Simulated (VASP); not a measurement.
Set up this calculation in VASP 6.6.1, as the native input.

```yaml
Task: single point
Functional: PBE
Potentials_or_basis: VASP PAW PBE potentials, release 64 (Al, Zn, O)
Cutoff: 520 eV
k_mesh: 6 × 6 × 4
Occupations: gaussian, width 0.1 eV
Spin: collinear spin, ferromagnetic start
Starting_moments: "[0.0, 0.0, 0.0, 0.0, 0.0, 1.0] μB"
Dipole_correction: no
Further_INCAR_settings: ALGO = Normal; EDIFF = 1e-07; NBANDS = 37
```

The structure of Al2Zn3O lies in POSCAR:

```
Al2Zn3O
1.0
    5.0444689700      0.0000000000      0.0000000000
   -2.5222344800      4.3686382800      0.0000000000
    0.0000000000      0.0000000000      3.9137110100
Al Zn O
2 3 1
Direct
    0.3333333300      0.6666666700      0.0000000000
    0.6666666700      0.3333333300      0.0000000000
    0.5000000000      0.0000000000      0.5000000000
    0.5000000000      0.5000000000      0.5000000000
    0.0000000000      0.5000000000      0.5000000000
    0.0000000000      0.0000000000      0.0000000000
```

The cell was generated, and may not be a known phase.

These files were run (other wordings do the same):

INCAR

```
  ALGO = Normal
  EDIFF = 1E-7
  ENCUT = 520
  GGA = PE
  ISIF = 2
  ISMEAR = 0
  ISPIN = 2
  LASPH = True
  LCHARG = False
  LORBIT = 11
  LREAL = False
  LWAVE = False
  MAGMOM = 0 0 0 0 0 1
  NBANDS = 37
  NELM = 150
  PREC = Accurate
  SIGMA = 0.1
```

KPOINTS

```
k-points
0
Gamma
  6 6 4
```

Potentials or basis: VASP PAW PBE potentials, release 64 (Al, Zn, O).

Command:

```console
$ cat potpaw_PBE.64/Al/POTCAR potpaw_PBE.64/Zn/POTCAR potpaw_PBE.64/O/POTCAR > POTCAR
$ mpirun -np 1 vasp_std > vasp.out
```

Results of the run:

| Property | Result |
| --- | --- |
| Pressure | 14.4 GPa |
| Band gap on the k mesh | zero (filled and empty bands overlap) |
| Net moment | 0.00 μB per cell |
| Valence electrons inside the program's atomic spheres | Al 0.83; Zn 11.00; O 4.75 |

Caveat: the k points lie up to 0.40 Å⁻¹ apart, too coarse for converged energies and pressures of a metal.

Wall time 2.1 min on 1 thread of Intel(R) Xeon(R) Platinum 8375C CPU @ 2.90GHz (Ice Lake), with other jobs on the host, peak memory 0.3 GiB.
